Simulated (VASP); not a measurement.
TePb:

```
Pb Te
1.0
     0.00000    3.20931    3.20931
     3.20931    0.00000    3.20931
     3.20931    3.20931    0.00000
Pb Te
1 1
Direct
  0.00000 0.00000 0.00000
  0.50000 0.50000 0.50000
```

Base run:

| Item | Value |
| --- | --- |
| Program | VASP 6.6.1 |
| Functional | revpbe exchange, lda correlation |
| Potentials or basis | VASP PAW PBE potentials, release 64 (Pb_d, Te) |
| Cutoff | 500 eV |
| k mesh | 7 × 7 × 7 |
| Occupations | gaussian, width 0.01 eV |
| Spin | no spin polarisation |

Its results: pressure 9.5 GPa.

**Question.** The run is repeated on the same cell with these changes: functional from revpbe exchange, lda correlation to b88 exchange, pbe correlation; occupations from gaussian, width 0.01 eV to fermi-dirac, width 0.05 eV. What comes out?

**Answer.** Pressure 2.9 GPa.

Caveats: the PAW data sets were made with another functional, which shifts forces and pressure a little; the cell stands under pressure (at least some runs).
